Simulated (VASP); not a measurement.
# Ho2Sb2N (P-3m1) in VASP: a series of runs

Runs on Ho2Sb2N. Level: PBE. Tasks: single point.

Program: VASP 6.6.1. These are calculated values, not measurements. Logs are shortened: lines on timing, memory, paths and dates and some standing lists are left out, and cuts for length are marked.

## (1) The cell of the first run

The structure is trigonal, space group P-3m1 (No. 164). Conventional cell: a = 3.627 Å, b = 3.627 Å, c = 9.519 Å, α = 90.00°, β = 90.00°, γ = 120.00°. Within 3.3 Å of Ho (site symmetry 3m) lie 3 N at 2.43 Å and 3 Sb at 3.13 Å and 3 Ho at 3.25 Å. Within 4.2 Å of Sb (site symmetry 3m) lie 3 Ho at 3.13 Å and 9 Sb at 3.18 to 3.63 Å and 3 N at 4.13 Å. Within 3.2 Å of N (site symmetry -3m) lie 6 Ho at 2.43 Å.

The cell was generated, and may not be a known phase.

## (2) Single point, PBE

The input, INCAR:

```
SYSTEM = Ho2Sb2N
PREC = Accurate ; ENCUT = 600
EDIFF = 1E-6 ; ISMEAR = 0
SIGMA = 0.1 ; LREAL = .False.
LASPH = .True. ; NELM = 200
ALGO = Normal ; ISIF = 2
LWAVE = .False. ; LCHARG = .True.
GGA = PE ; LELF = .True.
LVHAR = .True. ; NBANDS = 24
GGA_COMPAT = .False. ; LMAXMIX = 6
```

The input, KPOINTS:

```
regular mesh
0
Gamma
  6 6 2
  0 0 0
```

The input, POSCAR:

```
Ho2Sb2N
1.0
    3.6273887966      0.0000000000      0.0000000000
   -1.8136943983      3.1414108473      0.0000000000
    0.0000000000      0.0000000000      9.5188630411
Ho Sb N
2 2 1
Direct
    0.3333333333      0.6666666667      0.3697068529
    0.6666666667      0.3333333333      0.6302931471
    0.3333333333      0.6666666667      0.8743962943
    0.6666666667      0.3333333333      0.1256037057
    0.0000000000      0.0000000000      0.5000000000
```

Potentials or basis: VASP PAW PBE potentials, release 64 (Ho_3, Sb, N), 4f in core.

Command:

```bash
cat potpaw_PBE.64/Ho_3/POTCAR potpaw_PBE.64/Sb/POTCAR potpaw_PBE.64/N/POTCAR > POTCAR
mpirun -np 1 vasp_std > vasp.out
```

OUTCAR:

```text
SYSTEM = Ho2Sb2N
   PREC = Accurate
   ENCUT = 600
   EDIFF = 1E-6
   ISMEAR = 0
   LREAL = .False.
   LASPH = .True.
   NELM = 200
   ISIF = 2
   GGA = PE

 ion  position               nearest neighbor table
   1  0.333  0.667  0.370-   5 2.43   5 2.43   5 2.43   4 3.13   4 3.13   4 3.13   2 3.25   2 3.25
                             2 3.25
   2  0.667  0.333  0.630-   5 2.43   5 2.43   5 2.43   3 3.13   3 3.13   3 3.13   1 3.25   1 3.25
                             1 3.25
   3  0.333  0.667  0.874-   2 3.13   2 3.13   2 3.13   4 3.18   4 3.18   4 3.18
   4  0.667  0.333  0.126-   1 3.13   1 3.13   1 3.13   3 3.18   3 3.18   3 3.18
   5  0.000  0.000  0.500-   1 2.43   2 2.43   2 2.43   1 2.43   2 2.43   1 2.43

  LATTYP: Found a hexagonal cell.
 ALAT       =     3.6273887966
 C/A-ratio  =     2.6241639854

  Lattice vectors:

 A1 = (   3.6273887966,   0.0000000000,   0.0000000000)
 A2 = (  -1.8136943983,   3.1414108473,   0.0000000000)
 A3 = (   0.0000000000,   0.0000000000,   9.5188630411)

Analysis of symmetry for initial positions (statically):
=====================================================================
 Subroutine PRICEL returns:
 Original cell was already a primitive cell.

 Routine SETGRP: Setting up the symmetry group for a
 hexagonal supercell.

 Subroutine GETGRP returns: Found 12 space group operations
 (whereof 12 operations were pure point group operations)
 out of a pool of 24 trial point group operations.

The static configuration has the point symmetry D_3d.

Analysis of symmetry for dynamics (positions and initial velocities):
=====================================================================
 Subroutine PRICEL returns:
 Original cell was already a primitive cell.

 Routine SETGRP: Setting up the symmetry group for a
 hexagonal supercell.

 Subroutine GETGRP returns: Found 12 space group operations
 (whereof 12 operations were pure point group operations)
 out of a pool of 24 trial point group operations.

The dynamic configuration has the point symmetry D_3d.

 Subroutine INISYM returns: Found 12 space group operations
 (whereof 12 operations are pure point group operations),
 and found     1 'primitive' translations

----------------------------------------------------------------------------------------

[... 85 lines left out ...]
   ENCUT  =  600.0 eV  44.10 Ry    6.64 a.u.   7.24  7.24 19.01*2*pi/ulx,y,z
   NELM   =    200;   NELMIN=  2; NELMDL= -5     # of ELM steps
   EDIFF  = 0.1E-05   stopping-criterion for ELM
   LREAL  =      F    real-space projection
   EDIFFG = 0.1E-04   stopping-criterion for IOM
   NSW    =      0    number of steps for IOM
   IBRION =     -1    ionic relax: 0-MD 1-quasi-New 2-CG
   NFREE  =      0    steps in history (QN), initial steepest desc. (CG)
   ISIF   =      2    stress and relaxation
   ISYM   =      2    0-nonsym 1-usesym 2-fastsym
   POTIM  = 0.5000    time-step for ionic-motion
   TEBEG  =    0.0;   TEEND  =   0.0 temperature during run
   PSTRESS=    0.0 pullay stress
   NELECT =      33.0000    total number of electrons
   NUPDOWN=      -1.0000    fix difference up-down
   EMIN   =  10.00;   EMAX   =-10.00  energy-range for DOS
   EFERMI =   0.00;   METHOD = LEGACY
   ISMEAR =     0;   SIGMA  =   0.10  broadening in eV -4-tet -1-fermi 0-gaus
   EFERMI_NEDOS =   21; number of points for ismear=-14 and -15
   IALGO  =     38    algorithm
   IMIX   =      4    mixing-type and parameters
     AMIX     =   0.40;   BMIX     =  1.00
     AMIX_MAG =   1.60;   BMIX_MAG =  1.00
  volume/ion in A,a.u.               =      21.69       146.40
  Fermi-wavevector in a.u.,A,eV,Ry     =   1.101061  2.080704 16.494833  1.212336
  Thomas-Fermi vector in A             =   2.237482
   LORBIT       =      0    0 simple, 1 ext, 2 COOP (PROOUT), +10 PAW based schemes
   GGA     = PE    functional components
   LHFCALC =     F    Hartree Fock is set to
   AEXX    =    0.0000 exact exchange contribution
   IVDW    =     0    specifies the selected vdW correction
   LEPSILON=     F    determine dielectric tensor
   LRPA    =     F    only Hartree local field effects (RPA)
 non-spin polarized calculation
 Gauss-broadening in eV      SIGMA  =   0.10
  energy-cutoff  :      600.00
  volume of cell :      108.47
 maximum number of plane-waves:      3674
 NGX is ok and might be reduce to    30
   NGX = 15   NGY = 15   NGZ = 39

 number of electron      33.0000002 magnetization

 Free energy of the ion-electron system (eV)
  ---------------------------------------------------
  ext. energy  EPLUGINS =         0.00000000
  ---------------------------------------------------
  free energy    TOTEN  =       -29.28434514 eV

  energy without entropy =      -29.24484672  energy(sigma->0) =      -29.26459593

 E-fermi :   6.4598     XC(G=0): -10.6540

 val. band max:        6.4295146943   @ k =   0.3333   0.0000   0.0000
 cond. band min:       6.4804597990   @ k =   0.3333   0.1667   0.5000
 fundamental gap:      0.0509451046
 Fermi energy:         6.4597510603

 k-point     1 :       0.0000    0.0000    0.0000
  band No.  band energies     occupation
      1     -17.7378      2.00000
      2     -17.0770      2.00000
      3     -17.0770      2.00000
      4     -17.0446      2.00000
      5     -16.9619      2.00000
      6     -16.9619      2.00000
[... 367 lines left out ...]
     23      11.7914      0.00000
     24      11.7991      0.00000

------------------------ aborting loop because EDIFF is reached ----------------------------------------

  FORCE on cell =-STRESS in cart. coord.  units (eV):
  Direction    XX          YY          ZZ          XY          YZ          ZX
  --------------------------------------------------------------------------------------
  -------------------------------------------------------------------------------------
  Total        0.6956415      0.6956415      4.4066279      0.0000000      0.0000000      0.0000000
  in kB       10.2752446     10.2752446     65.0898144      0.0000000      0.0000000      0.0000000
  external PRESSURE =      28.5467679 kB  Pullay stress =       0.0000000 kB

 VOLUME and BASIS-vectors are now :
 -----------------------------------------------------------------------------
  energy-cutoff  :      600.00
  volume of cell :      108.47
      direct lattice vectors                 reciprocal lattice vectors
     3.627388797  0.000000000  0.000000000     0.275680402  0.159164154  0.000000000
    -1.813694398  3.141410847  0.000000000     0.000000000  0.318328308  0.000000000
     0.000000000  0.000000000  9.518863041     0.000000000  0.000000000  0.105054563

 POSITION                                       TOTAL-FORCE (eV/Angst)
 -----------------------------------------------------------------------------------
     -0.00000      2.09427      3.51919         0.000000     -0.000000      0.056309
      1.81369      1.04714      5.99967         0.000000      0.000000     -0.056309
     -0.00000      2.09427      8.32326         0.000000      0.000000      0.368100
      1.81369      1.04714      1.19560        -0.000000      0.000000     -0.368100
      0.00000      0.00000      4.75943        -0.000000      0.000000      0.000000
 -----------------------------------------------------------------------------------
    total drift:                               -0.000000      0.000000     -0.000000

  FREE ENERGIE OF THE ION-ELECTRON SYSTEM (eV)
  ---------------------------------------------------
  free  energy   TOTEN  =       -29.2843451388 eV

  energy  without entropy=      -29.2448467234  energy(sigma->0) =      -29.26459593
```

stdout:

```text
POSCAR found type information on POSCAR HoSbN
 POSCAR found :  3 types and       5 ions
 scaLAPACK will be used
 LDA part: xc-table for (Slater+PW92), standard interpolation
 POSCAR, INCAR and KPOINTS ok, starting setup
 FFT: planning ... GRIDC
 FFT: planning ... GRID_SOFT
 FFT: planning ... GRID
 WAVECAR not read
 entering main loop
```

Wall time 67 s (1 thread of Intel Xeon Platinum 8488C (Sapphire Rapids), shared host); peak memory 0.27 GiB.

What came out:

- Free energy: -29.2843 eV
- Pressure: 2.9 GPa
- Largest force: 0.368 eV/Å
- Band gap on the k mesh: zero (an odd number of electrons rules out a gap without spin polarisation)

Forces in eV/Å, atoms in the order of the input:
```
Ho   0.000  0.000  0.056
Ho   0.000  0.000 -0.056
Sb   0.000  0.000  0.368
Sb   0.000  0.000 -0.368
N    0.000  0.000  0.000
```

Stress tensor (GPa, compression positive):
```
1.03 0.00 0.00
0.00 1.03 0.00
0.00 0.00 6.51
```

Caveat: the stress differs along the axes, from 1 to 7 GPa; spin-orbit coupling is left out, which moves the levels of the heavy elements; the 4f electrons are frozen in the core, so they carry no moment and show no levels; the run has no spin polarisation, though such a crystal can be magnetic.

## (3) Single point, PBE

This run uses another cell than the first one, of 23.65 Å³/atom.

The input, INCAR:

```
SYSTEM = Ho2Sb2N
  PREC = Accurate
  ENCUT = 600
  EDIFF = 1E-6
  ISMEAR = 0
  SIGMA = 0.1
  LREAL = .FALSE.
  LASPH = .TRUE.
  NELM = 200
  ALGO = Normal
  ISIF = 2
  LWAVE = .FALSE.
  LCHARG = .FALSE.
  GGA = PE
  NBANDS = 24
  GGA_COMPAT = .FALSE.
  LMAXMIX = 6
```

The input, KPOINTS:

```
Automatic mesh
0
G
  6 6 2
  0 0 0
```

The input, POSCAR:

```
Ho2Sb2N
1.0
    3.4694063218      0.0000000000      0.0000000000
   -1.7347031609      3.0045940107      0.0000000000
    0.0000000000      0.0000000000     11.3435385085
Ho Sb N
2 2 1
Direct
    0.3333333333      0.6666666667      0.3818781578
    0.6666666667      0.3333333333      0.6181218422
    0.3333333333      0.6666666667      0.8406183882
    0.6666666667      0.3333333333      0.1593816118
    0.0000000000      0.0000000000      0.5000000000
```

Potentials or basis: VASP PAW PBE potentials, release 64 (Ho_3, Sb, N), 4f in core.

Command:

```bash
cat potpaw_PBE.64/Ho_3/POTCAR potpaw_PBE.64/Sb/POTCAR potpaw_PBE.64/N/POTCAR > POTCAR
mpirun -np 1 vasp_std > vasp.out
```

OUTCAR:

```text
SYSTEM = Ho2Sb2N
   PREC = Accurate
   ENCUT = 600
   EDIFF = 1E-6
   ISMEAR = 0
   LREAL = .FALSE.
   LASPH = .TRUE.
   NELM = 200
   ISIF = 2
   GGA = PE

 ion  position               nearest neighbor table
   1  0.333  0.667  0.382-   5 2.41   5 2.41   5 2.41   4 3.22   4 3.22   4 3.22   2 3.35   2 3.35
                             2 3.35
   2  0.667  0.333  0.618-   5 2.41   5 2.41   5 2.41   3 3.22   3 3.22   3 3.22   1 3.35   1 3.35
                             1 3.35
   3  0.333  0.667  0.841-   2 3.22   2 3.22   2 3.22
   4  0.667  0.333  0.159-   1 3.22   1 3.22   1 3.22
   5  0.000  0.000  0.500-   1 2.41   2 2.41   1 2.41   2 2.41   2 2.41   1 2.41

[... 570 lines left out ...]
  -------------------------------------------------------------------------------------
  Total        0.3504514      0.3504514      0.6414167      0.0000000      0.0000000      0.0000000
  in kB        4.7484168      4.7484168      8.6908312      0.0000000      0.0000000      0.0000000
  external PRESSURE =       6.0625549 kB  Pullay stress =       0.0000000 kB

 VOLUME and BASIS-vectors are now :
 -----------------------------------------------------------------------------
  energy-cutoff  :      600.00
  volume of cell :      118.25
      direct lattice vectors                 reciprocal lattice vectors
     3.469406322  0.000000000  0.000000000     0.288233752  0.166411834  0.000000000
    -1.734703161  3.004594011  0.000000000     0.000000000  0.332823668  0.000000000
     0.000000000  0.000000000 11.343538509     0.000000000  0.000000000  0.088155914

 POSITION                                       TOTAL-FORCE (eV/Angst)
 -----------------------------------------------------------------------------------
     -0.00000      2.00306      4.33185        -0.000000      0.000000     -0.045761
      1.73470      1.00153      7.01169         0.000000     -0.000000      0.045761
     -0.00000      2.00306      9.53559        -0.000000     -0.000000      0.054214
      1.73470      1.00153      1.80795         0.000000      0.000000     -0.054214
      0.00000      0.00000      5.67177         0.000000      0.000000     -0.000000
 -----------------------------------------------------------------------------------
    total drift:                               -0.000000      0.000000      0.000000

  FREE ENERGIE OF THE ION-ELECTRON SYSTEM (eV)
  ---------------------------------------------------
  free  energy   TOTEN  =       -30.1093393533 eV

  energy  without entropy=      -30.0922968565  energy(sigma->0) =      -30.10081810
```

stdout:

```text
POSCAR found type information on POSCAR HoSbN
 POSCAR found :  3 types and       5 ions
 scaLAPACK will be used
 LDA part: xc-table for (Slater+PW92), standard interpolation
 POSCAR, INCAR and KPOINTS ok, starting setup
 FFT: planning ... GRIDC
 FFT: planning ... GRID_SOFT
 FFT: planning ... GRID
 WAVECAR not read
 entering main loop
```

It took 58 s on 1 thread of Intel Xeon Platinum 8488C (Sapphire Rapids), shared host; peak memory 0.27 GiB.

Results:

| Quantity | Value |
| --- | --- |
| Free energy | -30.1093 eV |
| Pressure | 0.6 GPa |
| Largest force | 0.054 eV/Å |
| Band gap on the k mesh | zero (an odd number of electrons rules out a gap without spin polarisation) |

Forces on the atoms (eV/Å):
```
Ho   0.000  0.000 -0.046
Ho   0.000  0.000  0.046
Sb   0.000  0.000  0.054
Sb   0.000  0.000 -0.054
N    0.000  0.000  0.000
```

Levels at points of the mesh, in eV from the Fermi level:
| k point | band 13 | band 14 | band 15 | band 16 | band 17 | band 18 | band 19 | band 20 |
| --- | --- | --- | --- | --- | --- | --- | --- | --- |
| (0.00, 0.00, 0.00) | -3.00 | -0.96 | 0.73 | 2.31 | 2.31 | 2.82 | 3.22 | 3.47 |
| (0.50, 0.00, 0.00) | -3.08 | -2.95 | -0.71 | -0.66 | -0.37 | 1.77 | 1.88 | 2.68 |
| (0.00, 0.00, 0.50) | -2.67 | -2.05 | 1.48 | 2.31 | 2.31 | 2.62 | 3.52 | 3.52 |
| (0.50, 0.00, 0.50) | -3.11 | -2.95 | -1.01 | -0.43 | -0.35 | 1.65 | 2.03 | 2.53 |

Caveat: spin-orbit coupling is left out, which moves the levels of the heavy elements; this functional lacks dispersion, which binds layers or chains, so the pressure and a relaxed spacing across them are unreliable; the 4f electrons are frozen in the core, so they carry no moment and show no levels; the run has no spin polarisation, though such a crystal can be magnetic. Spin polarisation is off, so any magnetic state and its effect on volume and gap are missing.

The gap in the log of VASP goes by the Fermi energy; the results here count the filled bands.